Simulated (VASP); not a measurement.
# LiF (Pm-3m) in VASP: single point with PBEsol

Aim: the single point of LiF with PBEsol.

All numbers are computed with VASP 6.6.1; they aren't measurements. Logs are shortened: lines on timing, memory, paths and dates and some standing lists are left out, and cuts for length are marked.

## Step 1: The cell of the first run

The structure is cubic, space group Pm-3m (No. 221). The conventional cell has a = 2.516 Å, b = 2.516 Å, c = 2.516 Å, α = 90.00°, β = 90.00°, γ = 90.00°. Li (site symmetry m-3m) has 8 F at 2.18 Å and 6 Li at 2.52 Å within 2.9 Å. Within 2.9 Å of F (site symmetry m-3m) lie 8 Li at 2.18 Å and 6 F at 2.52 Å.

## Step 2: Single point, PBEsol

Input file INCAR:

```
SYSTEM = LiF
PREC     = Accurate       ! precision mode
ENCUT    = 520            ! plane-wave cutoff, eV
EDIFF    = 1E-6           ! SCF threshold, eV
ISMEAR   = -1             ! smearing method
SIGMA    = 0.05           ! smearing width, eV
LREAL    = .False.        ! projectors in reciprocal space
LASPH    = .True.         ! aspherical terms in the spheres
NELM     = 80             ! most SCF steps
ALGO     = Normal         ! electronic algorithm
ISIF     = 2              ! what is computed and relaxed
LWAVE    = .False.        ! write WAVECAR
LCHARG   = .True.         ! write CHGCAR
GGA      = PS             ! functional
LELF     = .True.         ! ELF
LVHAR    = .True.       
NBANDS   = 12             ! bands
```

Input file KPOINTS:

```
regular mesh
0
Gamma
  8 8 8
  0 0 0
```

Input file POSCAR:

```
LiF
1.0
    2.5162584438      0.0000000000      0.0000000000
    0.0000000000      2.5162584438      0.0000000000
    0.0000000000      0.0000000000      2.5162584438
Li F
1 1
Direct
    0.0000000000      0.0000000000      0.0000000000
    0.5000000000      0.5000000000      0.5000000000
```

Potentials or basis: VASP PAW PBE potentials, release 64 (Li_sv, F).

On the command line:

```bash
> cat potpaw_PBE.64/Li_sv/POTCAR potpaw_PBE.64/F/POTCAR > POTCAR
> mpirun -np 1 vasp_std > vasp.out
```

OUTCAR:

```text
SYSTEM = LiF
   PREC = Accurate
   ENCUT = 520
   EDIFF = 1E-6
   ISMEAR = -1
   LREAL = .False.
   LASPH = .True.
   NELM = 80
   ISIF = 2
   GGA = PS

 ion  position               nearest neighbor table
   1  0.000  0.000  0.000-   2 2.18   2 2.18   2 2.18   2 2.18   2 2.18   2 2.18   2 2.18   2 2.18

   2  0.500  0.500  0.500-   1 2.18   1 2.18   1 2.18   1 2.18   1 2.18   1 2.18   1 2.18   1 2.18

  LATTYP: Found a simple cubic cell.
 ALAT       =     2.5162584438

  Lattice vectors:

 A1 = (   2.5162584438,   0.0000000000,   0.0000000000)
 A2 = (   0.0000000000,   2.5162584438,   0.0000000000)
 A3 = (   0.0000000000,   0.0000000000,   2.5162584438)

Analysis of symmetry for initial positions (statically):
=====================================================================
 Subroutine PRICEL returns:
 Original cell was already a primitive cell.

 Routine SETGRP: Setting up the symmetry group for a
 simple cubic supercell.

 Subroutine GETGRP returns: Found 48 space group operations
 (whereof 48 operations were pure point group operations)
 out of a pool of 48 trial point group operations.

The static configuration has the point symmetry O_h .

Analysis of symmetry for dynamics (positions and initial velocities):
=====================================================================
 Subroutine PRICEL returns:
 Original cell was already a primitive cell.

 Routine SETGRP: Setting up the symmetry group for a
 simple cubic supercell.

 Subroutine GETGRP returns: Found 48 space group operations
 (whereof 48 operations were pure point group operations)
 out of a pool of 48 trial point group operations.

The dynamic configuration has the point symmetry O_h .

 Subroutine INISYM returns: Found 48 space group operations
 (whereof 48 operations are pure point group operations),
 and found     1 'primitive' translations

----------------------------------------------------------------------------------------

                                     Primitive cell

  volume of cell :      15.9318

  direct lattice vectors                    reciprocal lattice vectors
     2.516258444  0.000000000  0.000000000     0.397415457  0.000000000  0.000000000
     0.000000000  2.516258444  0.000000000     0.000000000  0.397415457  0.000000000
     0.000000000  0.000000000  2.516258444     0.000000000  0.000000000  0.397415457

  length of vectors
     2.516258444  2.516258444  2.516258444     0.397415457  0.397415457  0.397415457

  position of ions in fractional coordinates (direct lattice)
     0.000000000  0.000000000  0.000000000
     0.500000000  0.500000000  0.500000000

  ion indices of the primitive-cell ions
   primitive index   ion index
                 1           1
                 2           2

----------------------------------------------------------------------------------------

 KPOINTS: regular mesh

Automatic generation of k-mesh.
 Grid dimensions read from file:
 generate k-points for:    8    8    8

 Generating k-lattice:

  Cartesian coordinates                     Fractional coordinates (reciprocal lattice)
     0.049676932  0.000000000  0.000000000     0.125000000  0.000000000  0.000000000
     0.000000000  0.049676932  0.000000000     0.000000000  0.125000000  0.000000000
     0.000000000  0.000000000  0.049676932     0.000000000  0.000000000  0.125000000

  Length of vectors
     0.049676932  0.049676932  0.049676932

  Shift w.r.t. Gamma in fractional coordinates (k-lattice)
     0.000000000  0.000000000  0.000000000

 Subroutine IBZKPT returns following result:
 ===========================================

 Found     35 irreducible k-points:

 Following reciprocal coordinates:
            Coordinates               Weight
  0.000000  0.000000  0.000000      1.000000
  0.125000  0.000000  0.000000      6.000000
  0.250000  0.000000  0.000000      6.000000
  0.375000  0.000000  0.000000      6.000000
  0.500000  0.000000  0.000000      3.000000
  0.125000  0.125000  0.000000     12.000000
[... 16 lines left out ...]
  0.375000  0.375000  0.125000     24.000000
  0.500000  0.375000  0.125000     24.000000
 [... further k-points ...]
   k-points           NKPTS =     35   k-points in BZ     NKDIM =     35   number of bands    NBANDS=     12
   number of dos      NEDOS =    301   number of ions     NIONS =      2
   total plane-waves  NPLWV =   8000
   dimension x,y,z NGX =    20 NGY =   20 NGZ =   20
   dimension x,y,z NGXF=    40 NGYF=   40 NGZF=   40
   ions per type =               1   1
   NGX,Y,Z   is equivalent  to a cutoff of  13.21, 13.21, 13.21 a.u.
   NGXF,Y,Z  is equivalent  to a cutoff of  26.43, 26.43, 26.43 a.u.
 SYSTEM =  LiF
   PREC   = accura    normal or accurate (medium, high low for compatibility)
   ISTART =      0    job   : 0-new  1-cont  2-samecut
   ICHARG =      2    charge: 1-file 2-atom 10-const
   ISPIN  =      1    spin polarized calculation?
   LNONCOLLINEAR =      F non collinear calculations
   LSORBIT =      F    spin-orbit coupling
   LASPH  =      T    aspherical Exc in radial PAW
   ENCUT  =  520.0 eV  38.22 Ry    6.18 a.u.   4.68  4.68  4.68*2*pi/ulx,y,z
   NELM   =     80;   NELMIN=  2; NELMDL= -5     # of ELM steps
   EDIFF  = 0.1E-05   stopping-criterion for ELM
   LREAL  =      F    real-space projection
   EDIFFG = 0.1E-04   stopping-criterion for IOM
   NSW    =      0    number of steps for IOM
   IBRION =     -1    ionic relax: 0-MD 1-quasi-New 2-CG
   NFREE  =      0    steps in history (QN), initial steepest desc. (CG)
   ISIF   =      2    stress and relaxation
   ISYM   =      2    0-nonsym 1-usesym 2-fastsym
   POTIM  = 0.5000    time-step for ionic-motion
   TEBEG  =    0.0;   TEEND  =   0.0 temperature during run
   PSTRESS=    0.0 pullay stress
   NELECT =      10.0000    total number of electrons
   NUPDOWN=      -1.0000    fix difference up-down
   EMIN   =  10.00;   EMAX   =-10.00  energy-range for DOS
   EFERMI =   0.00;   METHOD = LEGACY
   ISMEAR =    -1;   SIGMA  =   0.05  broadening in eV -4-tet -1-fermi 0-gaus
   EFERMI_NEDOS =   21; number of points for ismear=-14 and -15
   IALGO  =     38    algorithm
   IMIX   =      4    mixing-type and parameters
     AMIX     =   0.40;   BMIX     =  1.00
     AMIX_MAG =   1.60;   BMIX_MAG =  1.00
  volume/ion in A,a.u.               =       7.97        53.76
  Fermi-wavevector in a.u.,A,eV,Ry     =   1.401693  2.648816 26.731957  1.964743
  Thomas-Fermi vector in A             =   2.524529
   LORBIT       =      0    0 simple, 1 ext, 2 COOP (PROOUT), +10 PAW based schemes
   GGA     = PS    functional components
   LHFCALC =     F    Hartree Fock is set to
   AEXX    =    0.0000 exact exchange contribution
   IVDW    =     0    specifies the selected vdW correction
   LEPSILON=     F    determine dielectric tensor
   LRPA    =     F    only Hartree local field effects (RPA)
 non-spin polarized calculation
  energy-cutoff  :      520.00
  volume of cell :       15.93
 maximum number of plane-waves:       442
 NGX is ok and might be reduce to    20
   NGX =  9   NGY =  9   NGZ =  9

 number of electron      10.0000023 magnetization

 Free energy of the ion-electron system (eV)
  ---------------------------------------------------
  ext. energy  EPLUGINS =         0.00000000
  ---------------------------------------------------
  free energy    TOTEN  =        -9.28486605 eV

  energy without entropy =       -9.28486605  energy(sigma->0) =       -9.28486605

 E-fermi :   1.6166     XC(G=0): -10.3893

 val. band max:        0.3539048526   @ k =   0.5000   0.5000   0.0000
 cond. band min:       8.1655993827   @ k =   0.0000   0.0000   0.0000
 fundamental gap:      7.8116945302
 Fermi energy:         1.6166256134

 k-point     1 :       0.0000    0.0000    0.0000
  band No.  band energies     occupation
      1     -41.7104      2.00000
      2     -20.5602      2.00000
      3      -0.3757      2.00000
      4      -0.3757      2.00000
      5      -0.3757      2.00000
      6       8.1656      0.00000
      7      19.2361      0.00000
      8      19.2361      0.00000
      9      21.7736      0.00000
     10      21.7736      0.00000
     11      21.7736      0.00000
     12      39.5698      0.00000

 k-point     2 :       0.1250    0.0000    0.0000
  band No.  band energies     occupation
      1     -41.7015      2.00000
      2     -20.4901      2.00000
      3      -0.9506      2.00000
      4      -0.3154      2.00000
      5      -0.3154      2.00000
      6       8.5201      0.00000
      7      17.5127      0.00000
      8      19.6051      0.00000
      9      21.6899      0.00000
     10      21.6899      0.00000
     11      24.4572      0.00000
     12      37.3817      0.00000

 k-point     3 :       0.2500    0.0000    0.0000
  band No.  band energies     occupation
      1     -41.6797      2.00000
      2     -20.3138      2.00000
      3      -2.1575      2.00000
      4      -0.1665      2.00000
      5      -0.1665      2.00000
      6       9.1448      0.00000
      7      15.8511      0.00000
      8      20.7110      0.00000
      9      21.4553      0.00000
     10      21.4553      0.00000
     11      28.9518      0.00000
     12      32.5899      0.00000
[... 286 lines left out ...]
 k-point    23 :       0.3750    0.3750    0.1250
  band No.  band energies     occupation
      1     -41.6072      2.00000
      2     -19.5590      2.00000
      3      -2.7588      2.00000
      4      -2.6847      2.00000
      5      -0.1747      2.00000
      6      12.7533      0.00000
      7      14.2374      0.00000
      8      14.3890      0.00000
      9      22.4146      0.00000
     10      23.5642      0.00000
     11      28.4299      0.00000
     12      30.2682      0.00000

 k-point    24 :       0.5000    0.3750    0.1250
  band No.  band energies     occupation
      1     -41.5997      2.00000
      2     -19.4680      2.00000
      3      -3.1146      2.00000
      4      -2.6455      2.00000
      5      -0.1076      2.00000
      6      13.2499      0.00000
      7      13.6643      0.00000
      8      14.3307      0.00000
      9      21.7513      0.00000
     10      24.0859      0.00000
     11      28.0351      0.00000
     12      29.6824      0.00000

 [... further k-points ...]

------------------------ aborting loop because EDIFF is reached ----------------------------------------

  FORCE on cell =-STRESS in cart. coord.  units (eV):
  Direction    XX          YY          ZZ          XY          YZ          ZX
  --------------------------------------------------------------------------------------
  -------------------------------------------------------------------------------------
  Total        0.0201711      0.0201711      0.0201711      0.0000000      0.0000000     -0.0000000
  in kB        2.0285002      2.0285002      2.0285002      0.0000000      0.0000000     -0.0000000
  external PRESSURE =       2.0285002 kB  Pullay stress =       0.0000000 kB

 VOLUME and BASIS-vectors are now :
 -----------------------------------------------------------------------------
  energy-cutoff  :      520.00
  volume of cell :       15.93
      direct lattice vectors                 reciprocal lattice vectors
     2.516258444  0.000000000  0.000000000     0.397415457  0.000000000  0.000000000
     0.000000000  2.516258444  0.000000000     0.000000000  0.397415457  0.000000000
     0.000000000  0.000000000  2.516258444     0.000000000  0.000000000  0.397415457

 POSITION                                       TOTAL-FORCE (eV/Angst)
 -----------------------------------------------------------------------------------
      0.00000      0.00000      0.00000         0.000000      0.000000      0.000000
      1.25813      1.25813      1.25813         0.000000      0.000000      0.000000
 -----------------------------------------------------------------------------------
    total drift:                                0.000000      0.000000      0.000000

  FREE ENERGIE OF THE ION-ELECTRON SYSTEM (eV)
  ---------------------------------------------------
  free  energy   TOTEN  =        -9.2848660499 eV

  energy  without entropy=       -9.2848660499  energy(sigma->0) =       -9.28486605
```

It took 3.7 s on 1 thread of Intel Xeon Platinum 8488C (Sapphire Rapids), shared host; peak memory 0.12 GiB.

Results:

```yaml
Free_energy: -9.2849 eV
Band_gap_on_the_k_mesh: 7.81 eV, indirect (least direct gap 8.54 eV)
```

Levels at points of the mesh, in eV from the valence-band top:
```tsv
k point	band 1	band 2	band 3	band 4	band 5	band 6	band 7	band 8	band 9	band 10
(0.00, 0.00, 0.00)	-42.06	-20.91	-0.73	-0.73	-0.73	7.81	18.88	18.88	21.42	21.42
(0.50, 0.00, 0.00)	-42.00	-20.40	-3.96	-0.30	-0.30	9.23	14.45	20.68	20.68	24.34
(0.50, 0.50, 0.00)	-41.95	-19.80	-3.53	-3.53	0.00	13.52	13.91	13.91	19.75	24.48
(0.50, 0.50, 0.50)	-41.91	-19.30	-2.45	-2.45	-2.45	11.07	11.07	11.07	24.70	24.70
```

Caveat: the cutoff is under 1.25 times the usual one of these potentials, so pressure, stress and relaxed cells hold a basis-set (Pulay) error; the PAW data sets were made with another functional, which shifts forces and pressure a little.
